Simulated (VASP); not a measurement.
# BaTiO3 (R3m) in VASP: notebook

Runs on BaTiO3. Level: r2SCAN. Tasks: single point.

Everything below comes from runs of VASP 6.6.1. Logs are shortened: lines on timing, memory, paths and dates and some standing lists are left out, and cuts for length are marked.

### 1 The cell of the first run

Symmetry: R3m, No. 160, trigonal system. Conventional cell: a = 5.996 Å, b = 5.996 Å, c = 6.276 Å, α = 90.00°, β = 90.00°, γ = 120.00°. Ba (site symmetry 3m) has 12 O at 2.66 to 3.00 Å and 2 Ti at 3.05 to 3.22 Å within 3.5 Å. Within 2.5 Å of Ti (site symmetry 3m) lie 6 O at 1.90 to 2.15 Å. O (site symmetry m) has 2 Ti at 1.90 to 2.15 Å within 2.5 Å.

### 2 Single point, r2SCAN

File POSCAR:

```
BaTiO3
1.0
    2.9981514969      1.7309835738      2.0920345738
   -2.9981514969      1.7309835738      2.0920345738
    0.0000000000     -3.4619671476      2.0920345738
Ba Ti O
1 1 3
Direct
    0.0027851043      0.0027851043      0.0027851043
    0.5162478494      0.5162478494      0.5162478494
    0.4897536543      0.4897536543      0.9801597377
    0.4897536543      0.9801597377      0.4897536543
    0.9801597377      0.4897536543      0.4897536543
```

File INCAR.step1:

```
SYSTEM = BaTiO3
  PREC = Accurate
  ENCUT = 520
  ISMEAR = 0
  SIGMA = 0.05
  LREAL = .FALSE.
  LASPH = .TRUE.
  NELM = 60
  NBANDS = 28
  GGA = PE
  ALGO = Normal
  EDIFF = 1E-4
  LWAVE = .TRUE.
  LCHARG = .FALSE.
```

File INCAR.step2:

```
SYSTEM = BaTiO3
  PREC = Accurate
  ENCUT = 520
  EDIFF = 1E-6
  ISMEAR = 0
  SIGMA = 0.05
  LREAL = .FALSE.
  LASPH = .TRUE.
  NELM = 60
  ALGO = Normal
  ISIF = 2
  LWAVE = .FALSE.
  LCHARG = .FALSE.
  METAGGA = R2SCAN
  LMIXTAU = .TRUE.
  NBANDS = 28
  ISTART = 1
```

File KPOINTS:

```
regular mesh
0
G
  6 6 6
  0 0 0
```

Potentials or basis: VASP PAW PBE potentials, release 64 (Ba_sv, Ti_sv, O).

Run with:

```
$ cat potpaw_PBE.64/Ba_sv/POTCAR potpaw_PBE.64/Ti_sv/POTCAR potpaw_PBE.64/O/POTCAR > POTCAR
$ cp INCAR.step1 INCAR
$ mpirun -np 1 vasp_std > vasp.out
$ cp INCAR.step2 INCAR
$ mpirun -np 1 vasp_std > vasp.out
```

OUTCAR:

```text
SYSTEM = BaTiO3
   PREC = Accurate
   ENCUT = 520
   EDIFF = 1E-6
   ISMEAR = 0
   LREAL = .FALSE.
   LASPH = .TRUE.
   NELM = 60
   ISIF = 2
   METAGGA = R2SCAN
   ISTART = 1

 ion  position               nearest neighbor table
   1  0.003  0.003  0.003-   3 2.66   4 2.66   5 2.66   3 2.77   4 2.77   5 2.77   5 3.00   4 3.00
                             5 3.00   4 3.00   3 3.00   3 3.00   2 3.05   2 3.22   2 3.59   2 3.59
   2  0.516  0.516  0.516-   3 1.90   4 1.90   5 1.90   3 2.15   4 2.15   5 2.15   1 3.05   1 3.22
                             1 3.59   1 3.59   1 3.59   1 3.64   1 3.64   1 3.64
   3  0.490  0.490  0.980-   2 1.90   2 2.15   1 2.66   1 2.77   1 3.00   1 3.00
   4  0.490  0.980  0.490-   2 1.90   2 2.15   1 2.66   1 2.77   1 3.00   1 3.00
   5  0.980  0.490  0.490-   2 1.90   2 2.15   1 2.66   1 2.77   1 3.00   1 3.00

  LATTYP: Found a trigonal (rhomboedric) cell.
 ALAT       =     4.0449753014
 COS(alpha) =    -0.0987664633

  Lattice vectors:

 A1 = (   2.9981514969,   1.7309835738,   2.0920345738)
 A2 = (  -2.9981514969,   1.7309835738,   2.0920345738)
 A3 = (   0.0000000000,  -3.4619671476,   2.0920345738)

Analysis of symmetry for initial positions (statically):
=====================================================================
 Subroutine PRICEL returns:
 Original cell was already a primitive cell.

 Routine SETGRP: Setting up the symmetry group for a
 trigonal (rhombohedral) supercell.

 Subroutine GETGRP returns: Found  6 space group operations
 (whereof  6 operations were pure point group operations)
 out of a pool of 12 trial point group operations.

The static configuration has the point symmetry C_3v.

Analysis of symmetry for dynamics (positions and initial velocities):
=====================================================================
 Subroutine PRICEL returns:
 Original cell was already a primitive cell.

 Routine SETGRP: Setting up the symmetry group for a
 trigonal (rhombohedral) supercell.

 Subroutine GETGRP returns: Found  6 space group operations
 (whereof  6 operations were pure point group operations)
 out of a pool of 12 trial point group operations.

The dynamic configuration has the point symmetry C_3v.

 Subroutine INISYM returns: Found  6 space group operations
 (whereof  6 operations are pure point group operations),
 and found     1 'primitive' translations

----------------------------------------------------------------------------------------

                                     Primitive cell

  volume of cell :      65.1428

[... 93 lines left out ...]
   NELM   =     60;   NELMIN=  2; NELMDL=  0     # of ELM steps
   EDIFF  = 0.1E-05   stopping-criterion for ELM
   LREAL  =      F    real-space projection
   EDIFFG = 0.1E-04   stopping-criterion for IOM
   NSW    =      0    number of steps for IOM
   IBRION =     -1    ionic relax: 0-MD 1-quasi-New 2-CG
   NFREE  =      0    steps in history (QN), initial steepest desc. (CG)
   ISIF   =      2    stress and relaxation
   ISYM   =      2    0-nonsym 1-usesym 2-fastsym
   POTIM  = 0.5000    time-step for ionic-motion
   TEBEG  =    0.0;   TEEND  =   0.0 temperature during run
   PSTRESS=    0.0 pullay stress
   NELECT =      40.0000    total number of electrons
   NUPDOWN=      -1.0000    fix difference up-down
   EMIN   =  10.00;   EMAX   =-10.00  energy-range for DOS
   EFERMI =   0.00;   METHOD = LEGACY
   ISMEAR =     0;   SIGMA  =   0.05  broadening in eV -4-tet -1-fermi 0-gaus
   EFERMI_NEDOS =   21; number of points for ismear=-14 and -15
   IALGO  =     38    algorithm
   IMIX   =      4    mixing-type and parameters
     AMIX     =   0.40;   BMIX     =  1.00
     AMIX_MAG =   1.60;   BMIX_MAG =  1.00
  volume/ion in A,a.u.               =      13.03        87.92
  Fermi-wavevector in a.u.,A,eV,Ry     =   1.391466  2.629490 26.343298  1.936178
  Thomas-Fermi vector in A             =   2.515302
   LORBIT       =      0    0 simple, 1 ext, 2 COOP (PROOUT), +10 PAW based schemes
   METAGGA = R2SCAN    functional components
   LHFCALC =     F    Hartree Fock is set to
   AEXX    =    0.0000 exact exchange contribution
   IVDW    =     0    specifies the selected vdW correction
   LEPSILON=     F    determine dielectric tensor
   LRPA    =     F    only Hartree local field effects (RPA)
 non-spin polarized calculation
 Gauss-broadening in eV      SIGMA  =   0.05
  energy-cutoff  :      520.00
  volume of cell :       65.14
 maximum number of plane-waves:      1793
   NGX = 15   NGY = 15   NGZ = 15

 number of electron      40.0000005 magnetization

 Free energy of the ion-electron system (eV)
  ---------------------------------------------------
  ext. energy  EPLUGINS =         0.00000000
  ---------------------------------------------------
  free energy    TOTEN  =       -73.38991882 eV

  energy without entropy =      -73.38991882  energy(sigma->0) =      -73.38991882

 E-fermi :   3.8376     XC(G=0): -11.8060

 val. band max:        3.6205769566   @ k =   0.5000   0.5000   0.5000
 cond. band min:       5.7550164255   @ k =   0.0000   0.0000   0.0000
 fundamental gap:      2.1344394689
 Fermi energy:         3.8375824543

 k-point     1 :       0.0000    0.0000    0.0000
  band No.  band energies     occupation
      1     -55.3210      2.00000
      2     -30.6164      2.00000
      3     -30.4532      2.00000
      4     -30.4532      2.00000
      5     -22.1861      2.00000
      6     -14.3956      2.00000
[... 733 lines left out ...]
     27      11.9219      0.00000
     28      12.6891      0.00000

 [... further k-points ...]
[... 5 lines left out ...]
  --------------------------------------------------------------------------------------
  -------------------------------------------------------------------------------------
  Total       -4.4849914     -4.4849914     11.8099827     -0.0000000      0.0000000      0.0000000
  in kB     -110.3076338   -110.3076338    290.4646025     -0.0000000      0.0000000      0.0000000
  external PRESSURE =      23.2831116 kB  Pullay stress =       0.0000000 kB

 VOLUME and BASIS-vectors are now :
 -----------------------------------------------------------------------------
  energy-cutoff  :      520.00
  volume of cell :       65.14
      direct lattice vectors                 reciprocal lattice vectors
     2.998151497  1.730983574  2.092034574     0.166769425  0.096284372  0.159334524
    -2.998151497  1.730983574  2.092034574    -0.166769425  0.096284372  0.159334524
     0.000000000 -3.461967148  2.092034574     0.000000000 -0.192568744  0.159334524

 POSITION                                       TOTAL-FORCE (eV/Angst)
 -----------------------------------------------------------------------------------
      0.00000      0.00000      0.01748         0.000000      0.000000      0.048351
      0.00000      0.00000      3.24003         0.000000     -0.000000     -0.350622
      0.00000     -1.69777      4.09969         0.000000      0.413543      0.100757
     -1.47031      0.84888      4.09969         0.358138     -0.206771      0.100757
      1.47031      0.84888      4.09969        -0.358138     -0.206771      0.100757
 -----------------------------------------------------------------------------------
    total drift:                               -0.000000     -0.000001     -0.008518

  FREE ENERGIE OF THE ION-ELECTRON SYSTEM (eV)
  ---------------------------------------------------
  free  energy   TOTEN  =       -73.3899188219 eV

  energy  without entropy=      -73.3899188218  energy(sigma->0) =      -73.38991882
```

OUTCAR.step1:

```text
SYSTEM = BaTiO3
   PREC = Accurate
   ENCUT = 520
   ISMEAR = 0
   LREAL = .FALSE.
   LASPH = .TRUE.
[... 979 lines left out ...]
      0.00000     -1.69777      4.09969         0.000000      0.357846      0.074979
     -1.47031      0.84888      4.09969         0.309904     -0.178923      0.074979
      1.47031      0.84888      4.09969        -0.309904     -0.178923      0.074979
 -----------------------------------------------------------------------------------
    total drift:                               -0.000000     -0.000001      0.001989

  FREE ENERGIE OF THE ION-ELECTRON SYSTEM (eV)
  ---------------------------------------------------
  free  energy   TOTEN  =       -39.2073645206 eV

  energy  without entropy=      -39.2073645206  energy(sigma->0) =      -39.20736452
```

It took 2.6 min on 1 thread of Intel Xeon Platinum 8488C (Sapphire Rapids), shared host; peak memory 0.21 GiB.

What came out:

```yaml
Free_energy: -73.3899 eV
Pressure: 2.3 GPa
Largest_force: 0.426 eV/Å
Band_gap_on_the_k_mesh: 2.13 eV, indirect (least direct gap 2.43 eV)
```

Forces in eV/Å, atoms in the order of the input:
```
Ba   0.000  0.000  0.048
Ti   0.000  0.000 -0.351
O    0.000  0.414  0.101
O    0.358 -0.207  0.101
O   -0.358 -0.207  0.101
```

Caveat: the PAW data sets were made with another functional, which shifts forces and pressure a little; spin-orbit coupling is left out, which moves the levels of the heavy elements. A k mesh can miss the band edges.

### 3 Single point, r2SCAN

POSCAR, as its differences from that of step 2:

```diff
@@ -2,5 +2,5 @@
 1.0
-    2.9981514969      1.7309835738      2.0920345738
-   -2.9981514969      1.7309835738      2.0920345738
-    0.0000000000     -3.4619671476      2.0920345738
+    2.9200969688      1.6859187710      2.2053699805
+   -2.9200969688      1.6859187710      2.2053699805
+    0.0000000000     -3.3718375419      2.2053699806
 Ba Ti O
```

File INCAR.step1:

```
SYSTEM = BaTiO3
ALGO = Normal
EDIFF = 1E-4
ENCUT = 520
GGA = PE
ISMEAR = 0
LASPH = .True.
LCHARG = .False.
LREAL = .False.
LWAVE = .True.
NBANDS = 28
NELM = 60
PREC = Accurate
SIGMA = 0.05
```

File INCAR.step2:

```
SYSTEM = BaTiO3
ALGO = Normal
EDIFF = 1E-6
ENCUT = 520
ISIF = 2
ISMEAR = 0
ISTART = 1
LASPH = .True.
LCHARG = .False.
LMIXTAU = .True.
LREAL = .False.
LWAVE = .False.
METAGGA = R2SCAN
NBANDS = 28
NELM = 60
PREC = Accurate
SIGMA = 0.05
```

File KPOINTS:

```
k-points
0
Gamma
  6 6 6
  0 0 0
```

Potentials or basis: VASP PAW PBE potentials, release 64 (Ba_sv, Ti_sv, O).

Run with:

```
$ cat potpaw_PBE.64/Ba_sv/POTCAR potpaw_PBE.64/Ti_sv/POTCAR potpaw_PBE.64/O/POTCAR > POTCAR
$ cp INCAR.step1 INCAR
$ mpirun -np 1 vasp_std > vasp.out
$ cp INCAR.step2 INCAR
$ mpirun -np 1 vasp_std > vasp.out
```

Wall time 3.1 min (1 thread of Intel Xeon Platinum 8488C (Sapphire Rapids), shared host); peak memory 0.21 GiB.

Results (log left out):

```yaml
Free_energy: -74.0398 eV
Pressure: 1.7 GPa
Largest_force: 0.323 eV/Å
Band_gap_on_the_k_mesh: 2.61 eV, indirect (least direct gap 3.00 eV)
```

Forces in eV/Å, atoms in the order of the input:
```
Ba   0.000  0.000 -0.034
Ti   0.000  0.000 -0.323
O    0.000  0.158  0.119
O    0.137 -0.079  0.119
O   -0.137 -0.079  0.119
```

Stress tensor (GPa, compression positive):
```
-5.15  0.00  0.00
 0.00 -5.15  0.00
 0.00  0.00 15.31
```

Levels at points of the mesh, in eV from the valence-band top:
```tsv
k point	band 16	band 17	band 18	band 19	band 20	band 21	band 22	band 23	band 24	band 25
(0.00, 0.00, 0.00)	-1.30	-1.30	-0.66	-0.66	-0.39	2.61	2.70	2.70	4.57	4.57
(0.50, 0.00, 0.00)	-2.12	-1.89	-1.59	-1.16	-0.89	2.84	3.89	4.05	4.57	6.27
(0.50, 0.50, 0.00)	-2.64	-1.80	-1.04	-0.92	-0.14	3.85	4.08	4.40	5.18	7.96
(0.50, 0.50, 0.50)	-2.63	-2.07	-0.10	-0.10	0.00	4.31	4.69	4.69	6.91	7.27
```

Caveat: the PAW data sets were made with another functional, which shifts forces and pressure a little; spin-orbit coupling is left out, which moves the levels of the heavy elements. A k mesh can miss the band edges.

(Part 1 of 3 ends here.)
